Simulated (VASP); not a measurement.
Here is a VASP 6.6.1 calculation.

File INCAR:

```
SYSTEM = Cs
ALGO = Normal
EDIFF = 1E-6
ENCUT = 520
GGA = CA
ISIF = 2
ISMEAR = -1
LASPH = .TRUE.
LCHARG = .FALSE.
LREAL = .FALSE.
LWAVE = .FALSE.
NBANDS = 10
NELM = 80
PREC = Accurate
SIGMA = 0.1
```

KPOINTS

```
k-points
0
G
  8 8 8
  0 0 0
```

File POSCAR:

```
Cs
1.0
    4.7366819425      0.0000000000      0.0000000000
    0.0000000000      4.7366819425      0.0000000000
    0.0000000000      0.0000000000      4.7366819425
Cs
1
Direct
    0.0000000000      0.0000000000      0.0000000000
```

Potentials or basis: VASP PAW LDA potentials, release 64 (Cs_sv).

Launch:

```bash
$ cat potpaw_LDA.64/Cs_sv/POTCAR > POTCAR
$ mpirun -np 1 vasp_std > vasp.out
```

Question: Predict the pressure.

Answer: 0.0 GPa.

Question: Predict the band gap on the k mesh.

Answer: Zero (an odd number of electrons rules out a gap without spin polarisation).

Caveat: spin-orbit coupling is left out, which moves the levels of the heavy elements.
